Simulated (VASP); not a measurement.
# Nb (Im-3m) in VASP: single point with PBE

Aim: the single point of Nb with PBE.

Everything below comes from runs of VASP 6.6.1. Logs are shortened: lines on timing, memory, paths and dates and some standing lists are left out, and cuts for length are marked.

## 1. The cell of the first run

It takes space group Im-3m (No. 229, cubic). Conventional cell: a = 3.311 Å, b = 3.311 Å, c = 3.311 Å, α = 90.00°, β = 90.00°, γ = 90.00°. Nb (site symmetry m-3m) has 14 Nb at 2.87 to 3.31 Å within 3.8 Å.

## 2. Single point, PBE

The input, INCAR:

```
SYSTEM = Nb
ALGO = Normal ; EDIFF = 1E-7
ENCUT = 520 ; GGA = PE
ISIF = 2 ; ISMEAR = 0
LASPH = .TRUE. ; LCHARG = .FALSE.
LREAL = .FALSE. ; LWAVE = .FALSE.
NBANDS = 12 ; NELM = 60
PREC = Accurate ; SIGMA = 0.1
```

The input, KPOINTS:

```
k-points
0
G
  18 18 18
  0 0 0
```

The input, POSCAR:

```
Nb
1.0
   -1.6556196526      1.6556196526      1.6556196526
    1.6556196526     -1.6556196526      1.6556196526
    1.6556196526      1.6556196526     -1.6556196526
Nb
1
Direct
    0.0000000000      0.0000000000      0.0000000000
```

Potentials or basis: VASP PAW PBE potentials, release 64 (Nb_sv).

Started as:

```bash
$ cat potpaw_PBE.64/Nb_sv/POTCAR > POTCAR
$ mpirun -np 1 vasp_std > vasp.out
```

OUTCAR:

```text
SYSTEM = Nb
   EDIFF = 1E-7
   ENCUT = 520
   GGA = PE
   ISIF = 2
   ISMEAR = 0
   LASPH = .TRUE.
   LREAL = .FALSE.
   NELM = 60
   PREC = Accurate

 ion  position               nearest neighbor table
   1  0.000  0.000  0.000-

  LATTYP: Found a body centered cubic cell.
 ALAT       =     3.3112393052

  Lattice vectors:

 A1 = (  -1.6556196526,   1.6556196526,   1.6556196526)
 A2 = (   1.6556196526,  -1.6556196526,   1.6556196526)
 A3 = (   1.6556196526,   1.6556196526,  -1.6556196526)

Analysis of symmetry for initial positions (statically):
=====================================================================
 Subroutine PRICEL returns:
 Original cell was already a primitive cell.

 Routine SETGRP: Setting up the symmetry group for a
 body centered cubic supercell.

 Subroutine GETGRP returns: Found 48 space group operations
 (whereof 48 operations were pure point group operations)
 out of a pool of 48 trial point group operations.

The static configuration has the point symmetry O_h .

Analysis of symmetry for dynamics (positions and initial velocities):
=====================================================================
 Subroutine PRICEL returns:
 Original cell was already a primitive cell.

 Routine SETGRP: Setting up the symmetry group for a
 body centered cubic supercell.

 Subroutine GETGRP returns: Found 48 space group operations
 (whereof 48 operations were pure point group operations)
 out of a pool of 48 trial point group operations.

The dynamic configuration has the point symmetry O_h .

 Subroutine INISYM returns: Found 48 space group operations
 (whereof 48 operations are pure point group operations),
 and found     1 'primitive' translations

----------------------------------------------------------------------------------------

                                     Primitive cell

  volume of cell :      18.1527

  direct lattice vectors                    reciprocal lattice vectors
    -1.655619653  1.655619653  1.655619653     0.000000000  0.302001730  0.302001730
     1.655619653 -1.655619653  1.655619653     0.302001730  0.000000000  0.302001730
     1.655619653  1.655619653 -1.655619653     0.302001730  0.302001730  0.000000000

  length of vectors
     2.867617356  2.867617356  2.867617356     0.427094943  0.427094943  0.427094943

  position of ions in fractional coordinates (direct lattice)
     0.000000000  0.000000000  0.000000000

  ion indices of the primitive-cell ions
[... 75 lines left out ...]
   LREAL  =      F    real-space projection
   EDIFFG = 0.1E-05   stopping-criterion for IOM
   NSW    =      0    number of steps for IOM
   IBRION =     -1    ionic relax: 0-MD 1-quasi-New 2-CG
   NFREE  =      0    steps in history (QN), initial steepest desc. (CG)
   ISIF   =      2    stress and relaxation
   ISYM   =      2    0-nonsym 1-usesym 2-fastsym
   POTIM  = 0.5000    time-step for ionic-motion
   TEBEG  =    0.0;   TEEND  =   0.0 temperature during run
   PSTRESS=    0.0 pullay stress
   NELECT =      13.0000    total number of electrons
   NUPDOWN=      -1.0000    fix difference up-down
   EMIN   =  10.00;   EMAX   =-10.00  energy-range for DOS
   EFERMI =   0.00;   METHOD = LEGACY
   ISMEAR =     0;   SIGMA  =   0.10  broadening in eV -4-tet -1-fermi 0-gaus
   EFERMI_NEDOS =   21; number of points for ismear=-14 and -15
   IALGO  =     38    algorithm
   IMIX   =      4    mixing-type and parameters
     AMIX     =   0.40;   BMIX     =  1.00
     AMIX_MAG =   1.60;   BMIX_MAG =  1.00
  volume/ion in A,a.u.               =      18.15       122.50
  Fermi-wavevector in a.u.,A,eV,Ry     =   1.464678  2.767839 29.188314  2.145281
  Thomas-Fermi vector in A             =   2.580625
   LORBIT       =      0    0 simple, 1 ext, 2 COOP (PROOUT), +10 PAW based schemes
   GGA     = PE    functional components
   LHFCALC =     F    Hartree Fock is set to
   AEXX    =    0.0000 exact exchange contribution
   IVDW    =     0    specifies the selected vdW correction
   LEPSILON=     F    determine dielectric tensor
   LRPA    =     F    only Hartree local field effects (RPA)
 non-spin polarized calculation
 Gauss-broadening in eV      SIGMA  =   0.10
  energy-cutoff  :      520.00
  volume of cell :       18.15
 maximum number of plane-waves:       500
 NGX is ok and might be reduce to    24
   NGX = 11   NGY = 11   NGZ = 11

 number of electron      13.0000000 magnetization

 Free energy of the ion-electron system (eV)
  ---------------------------------------------------
  ext. energy  EPLUGINS =         0.00000000
  ---------------------------------------------------
  free energy    TOTEN  =       -10.21982173 eV

  energy without entropy =      -10.21142975  energy(sigma->0) =      -10.21562574

 E-fermi :  11.0506     XC(G=0): -12.4605

 val. band max:       11.0443118657   @ k =   0.3333   0.2222   0.0000
 cond. band min:      11.0565840301   @ k =   0.2778   0.0556   0.0000
 fundamental gap:      0.0122721644
 Fermi energy:        11.0505883639

 k-point     1 :       0.0000    0.0000    0.0000
  band No.  band energies     occupation
      1     -43.3117      2.00000
      2     -18.6250      2.00000
      3     -18.6250      2.00000
      4     -18.6250      2.00000
      5       5.1386      2.00000
      6      11.4372      0.00000
      7      11.4372      0.00000
      8      11.4372      0.00000
      9      14.3210      0.00000
     10      14.3210      0.00000
     11      25.2686      0.00000
     12      25.2686      0.00000
[... 331 lines left out ...]
 k-point    24 :       0.3889    0.1111    0.0000
  band No.  band energies     occupation
      1     -43.0739      2.00000
      2     -19.8661      2.00000
      3     -19.0807      2.00000
      4     -18.6942      2.00000
      5       7.7613      2.00000
      6       9.5654      2.00000
      7      12.1577      0.00000
      8      14.2050      0.00000
      9      15.2726      0.00000
     10      17.7339      0.00000
     11      22.8805      0.00000
     12      23.5879      0.00000

 [... further k-points ...]
[... 5 lines left out ...]
  --------------------------------------------------------------------------------------
  -------------------------------------------------------------------------------------
  Total       -0.0374064     -0.0374064     -0.0374064      0.0000000     -0.0000000      0.0000000
  in kB       -3.3015240     -3.3015240     -3.3015240      0.0000000     -0.0000000      0.0000000
  external PRESSURE =      -3.3015240 kB  Pullay stress =       0.0000000 kB

 VOLUME and BASIS-vectors are now :
 -----------------------------------------------------------------------------
  energy-cutoff  :      520.00
  volume of cell :       18.15
      direct lattice vectors                 reciprocal lattice vectors
    -1.655619653  1.655619653  1.655619653     0.000000000  0.302001730  0.302001730
     1.655619653 -1.655619653  1.655619653     0.302001730  0.000000000  0.302001730
     1.655619653  1.655619653 -1.655619653     0.302001730  0.302001730  0.000000000

 POSITION                                       TOTAL-FORCE (eV/Angst)
 -----------------------------------------------------------------------------------
      0.00000      0.00000      0.00000        -0.000000      0.000000     -0.000000
 -----------------------------------------------------------------------------------
    total drift:                                0.000000      0.000000      0.000000

  FREE ENERGIE OF THE ION-ELECTRON SYSTEM (eV)
  ---------------------------------------------------
  free  energy   TOTEN  =       -10.2198217292 eV

  energy  without entropy=      -10.2114297545  energy(sigma->0) =      -10.21562574
```

OSZICAR:

```text
N       E                     dE             d eps       ncg     rms          rms(c)
DAV:   1     0.117454453298E+03    0.11745E+03   -0.72834E+03  4704   0.108E+03
DAV:   2    -0.596721542694E+01   -0.12342E+03   -0.11900E+03  5096   0.392E+02
DAV:   3    -0.103815556859E+02   -0.44143E+01   -0.42190E+01  6808   0.649E+01
DAV:   4    -0.106401084884E+02   -0.25855E+00   -0.25720E+00  6476   0.144E+01
DAV:   5    -0.106502665259E+02   -0.10158E-01   -0.10155E-01  6796   0.239E+00    0.703E+00
DAV:   6    -0.102590590108E+02    0.39121E+00   -0.59744E-01  7492   0.983E+00    0.246E+00
DAV:   7    -0.102143975221E+02    0.44661E-01   -0.18197E-01  7712   0.539E+00    0.956E-01
DAV:   8    -0.102197619204E+02   -0.53644E-02   -0.12206E-02  5616   0.145E+00    0.479E-02
DAV:   9    -0.102198118027E+02   -0.49882E-04   -0.10123E-03  7520   0.314E-01    0.416E-02
DAV:  10    -0.102198289818E+02   -0.17179E-04   -0.27414E-05  5552   0.686E-02    0.148E-02
DAV:  11    -0.102198221265E+02    0.68553E-05   -0.54249E-06  6180   0.396E-02    0.260E-03
DAV:  12    -0.102198219020E+02    0.22449E-06   -0.23406E-07  6460   0.563E-03    0.153E-03
DAV:  13    -0.102198217407E+02    0.16126E-06   -0.15437E-08  3236   0.167E-03    0.289E-04
DAV:  14    -0.102198217292E+02    0.11487E-07   -0.32781E-09  2908   0.881E-04
   1 F= -.10219822E+02 E0= -.10215626E+02  d E =-.839197E-02
```

stdout:

```text
POSCAR found type information on POSCAR Nb
 POSCAR found :  1 types and       1 ions
 scaLAPACK will be used
 LDA part: xc-table for (Slater+PW92), standard interpolation
 POSCAR, INCAR and KPOINTS ok, starting setup
 FFT: planning ... GRIDC
 FFT: planning ... GRID_SOFT
 FFT: planning ... GRID
 WAVECAR not read
 entering main loop
```

It took 1.8 min on 1 thread of AMD EPYC 7R13, shared host; peak memory 0.14 GiB.

What came out:

```
Free energy : -10.2198 eV
Pressure    : -0.3 GPa
```
